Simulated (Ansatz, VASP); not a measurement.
**Two plane-wave programs on ZnS**

```
Zn S
1.0
     0.00000    2.70200    2.70200
     2.70200    0.00000    2.70200
     2.70200    2.70200    0.00000
Zn S
1 1
Direct
  0.25000 0.25000 0.25000
  0.00000 0.00000 0.00000
```

Alike in both runs: task single point; functional PBE; k mesh 10 × 10 × 10; occupations gaussian, width 0.02 eV; no spin polarisation.

|  | VASP | Ansatz |
| --- | --- | --- |
| version | VASP 6.6.1 | Ansatz 0.2.0 |
| potentials or method | VASP PAW PBE potentials, release 64 (Zn, S), cutoff 520 eV | scalar-relativistic, plane waves, PAW |
| valence electrons in the cell | 18 | 18 |

```tsv
	VASP	Ansatz	Ansatz less VASP
gap on the k mesh at the Fermi level (eV)	2.11	2.11	-0.005
least direct gap on the mesh (eV)	2.11	2.11	-0.005
pressure (GPa)	1.8	1.6	-0.16
```

With one functional, cell and mesh, what is left measures potentials, basis and numerics.
